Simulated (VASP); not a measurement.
Write the native input for VASP 6.6.1 that does the following.

```yaml
Task: relaxation of volume and atoms at fixed shape
Functional: PBEsol
Potentials_or_basis: VASP PAW PBE potentials, release 64 (K_sv, Mg, Zn, F)
Cutoff: 600 eV
k_mesh: 1 × 1 × 1, shifted
Occupations: fermi-dirac, width 0.05 eV
Spin: no spin polarisation
Dipole_correction: no
Further_INCAR_settings: LREAL = Auto; ALGO = Normal; EDIFF = 1e-06; ISYM = 0; IBRION = 2; EDIFFG = -0.03; NSW = 100; ISIF = 8
```

The structure of K4Mg3ZnF12 lies in POSCAR:

```
K4Mg3ZnF12
1.0
    8.0130390000      0.0000000000      0.0000000000
    0.0000000000      8.0130390000      0.0000000000
    0.0000000000      0.0000000000      8.0130390000
K Mg Zn F
8 6 2 24
Direct
    0.9953220000      0.9996380000      0.0013840000
    0.9993830000      0.0034530000      0.5003780000
    0.9991940000      0.4982960000      0.0024550000
    0.9977370000      0.4975340000      0.5029840000
    0.5045050000      0.0014440000      0.0026790000
    0.4997820000      0.0028470000      0.5001690000
    0.5003190000      0.5029400000      0.0017910000
    0.4973740000      0.5007550000      0.4984670000
    0.2515240000      0.2526300000      0.2494440000
    0.2467140000      0.2524240000      0.7517080000
    0.2502890000      0.7455570000      0.2483680000
    0.2469180000      0.7491500000      0.7508420000
    0.7501010000      0.2500750000      0.7523320000
    0.7506910000      0.7484540000      0.2480960000
    0.7478480000      0.2423750000      0.2492970000
    0.7482260000      0.7524180000      0.7503500000
    0.2437800000      0.2501610000      0.9989150000
    0.2546770000      0.2494130000      0.5014070000
    0.2508160000      0.7464300000      0.0004810000
    0.2501130000      0.7516380000      0.5013660000
    0.7476680000      0.2518310000      0.0038180000
    0.7529570000      0.2528330000      0.4972140000
    0.7478360000      0.7513330000      0.0007650000
    0.7512300000      0.7531420000      0.5006790000
    0.0000210000      0.2495860000      0.2489780000
    0.9997710000      0.2466680000      0.7526500000
    0.9980860000      0.7528790000      0.2502130000
    0.9977090000      0.7516250000      0.7503620000
    0.4999220000      0.2484620000      0.2461770000
    0.4965650000      0.2495860000      0.7475100000
    0.5016020000      0.7508750000      0.2513890000
    0.5044300000      0.7510130000      0.7498320000
    0.2491490000      0.9961310000      0.2554380000
    0.2529690000      0.9960200000      0.7496960000
    0.2498880000      0.5055230000      0.2449640000
    0.2481180000      0.5038360000      0.7535840000
    0.7497630000      0.0032540000      0.2517350000
    0.7439210000      0.0001120000      0.7505420000
    0.7520160000      0.4972930000      0.2498230000
    0.7546920000      0.4991100000      0.7465330000
```

One way to write it, as run:

INCAR

```
PREC = Accurate
ENCUT = 600
EDIFF = 1E-6
ISMEAR = -1
SIGMA = 0.05
LREAL = Auto
LASPH = T
NELM = 60
ALGO = Normal
ISIF = 8
LWAVE = F
LCHARG = F
GGA = PS
IBRION = 2
NSW = 100
EDIFFG = -0.03
ISYM = 0
```

KPOINTS

```
Automatic mesh
0
Gamma
  1 1 1
  0.25 0.25 0.25
```

Potentials or basis: VASP PAW PBE potentials, release 64 (K_sv, Mg, Zn, F).

Run with:

```bash
$ cat potpaw_PBE.64/K_sv/POTCAR potpaw_PBE.64/Mg/POTCAR potpaw_PBE.64/Zn/POTCAR potpaw_PBE.64/F/POTCAR > POTCAR
$ mpirun -np 1 vasp_std > vasp.out
```

It gave:

* Relaxed volume: 12.81 Å³/atom
* Relaxed cell: a = 8.003 Å, b = 8.003 Å, c = 8.003 Å, α = 90.00°, β = 90.00°, γ = 90.00°
* Space group after relaxing (to 0.1 Å): P4/mmm (No. 123)
* Energy gained by relaxing: 7.9 meV/atom
* Ionic steps: 10
* Pressure after relaxing: 0.0 GPa
* Largest force after relaxing: 0.022 eV/Å
* Band gap on the k mesh: 6.68 eV

Caveat: the PAW data sets were made with another functional, which shifts forces and pressure a little; a shifted mesh leaves out Γ, where band edges can lie.

It took 67 min on 1 thread of Intel(R) Xeon(R) Platinum 8259CL CPU @ 2.50GHz (Skylake/Cascade Lake), with other jobs on the host, peak memory 0.81 GiB.
